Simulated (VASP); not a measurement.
BeTe:

```
CELL_PARAMETERS angstrom
1.86086 1.07437 3.69869
-1.86086 1.07437 3.69869
0.00000 -2.14874 3.69869
ATOMIC_POSITIONS crystal
Be 0.50000 0.50000 0.50000
Te 0.00000 0.00000 0.00000
```

- Program: VASP 6.6.1
- Task: relaxation of cell and atoms
- Functional: PBE
- Potentials or basis: VASP PAW PBE potentials, release 64 (Be, Te)
- Cutoff: 600 eV
- k mesh: 6 × 6 × 6
- Occupations: gaussian, width 0.1 eV
- Spin: no spin polarisation

At the start: pressure -6.7 GPa; volume 22.18 Å³/atom.

Question: How do energy, volume and symmetry change on relaxing?

Answer: Over 8 steps the energy falls by 195.6 meV/atom and the volume is 19.27 Å³/atom (-13.1 %); space group Fm-3m (No. 225, to 0.05 Å).

The path:
```
step  energy change (eV)  largest force (eV/Å)  pressure (GPa)  volume (Å³)
   1              0.0000                0.0000           -6.72        44.37
   2             -0.3352                0.0000           -0.01        38.51
   3             -0.3455                0.0000            1.63        37.64
   4             -0.3469                0.0000            2.37        37.27
   5             -0.3850                0.0000            0.10        38.45
   6             -0.3893                0.0000           -0.61        38.86
   7             -0.3895                0.0000           -0.79        38.96
   8             -0.3912                0.0000           -0.07        38.54
```

Final structure:
```yaml
crystal:
  lattice:
    - [1.89828, 1.09598, 3.08718]
    - [-1.89828, 1.09598, 3.08718]
    - [0.00000, -2.19195, 3.08718]
  atoms:
    - { symbol: Be, position: [0.50000, 0.50000, 0.50000] }
    - { symbol: Te, position: [0.00000, 0.00000, 0.00000] }
```
